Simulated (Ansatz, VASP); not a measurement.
## MgO2 in VASP and in Ansatz

```
CELL_PARAMETERS angstrom
1.54057 0.88945 3.35422
-1.54057 0.88945 3.35422
0.00000 -1.77890 3.35422
ATOMIC_POSITIONS crystal
Mg 0.00000 0.00000 0.00000
O 0.42879 0.42879 0.42879
O 0.57121 0.57121 0.57121
```

Change from the starting cell: strain -0.040 along x and y, -0.040 along z, atoms carried along.

Alike in both runs: task single point; functional r2SCAN; k mesh 12 × 12 × 12; occupations gaussian, width 0.05 eV; no spin polarisation.

|  | VASP | Ansatz |
| --- | --- | --- |
| version | VASP 6.6.1 | Ansatz 0.2.0 |
| potentials or method | VASP PAW PBE potentials, release 64 (Mg, O), cutoff 520 eV | scalar-relativistic, plane waves, PAW |
| valence electrons in the cell | 14 | 22 |

```csv
,VASP,Ansatz,Ansatz less VASP
gap on the k mesh at the Fermi level (eV),3.74,3.77,+0.035
least direct gap on the mesh (eV),3.74,3.77,+0.035
pressure (GPa),14.1,14.2,+0.12
"traceless stress, the component that is largest in VASP (GPa)",9.16,7.14,-2.020
rms of the force components (eV/Å),0.364,0.206,-0.1575
```

VASP's potentials were made for PBE, not for r2SCAN. Atom by atom the forces differ by 0.158 eV/Å (rms over components). VASP's potentials hold 14 valence electrons a cell and Ansatz's 22, so a difference there can come from the potentials and not from the codes.
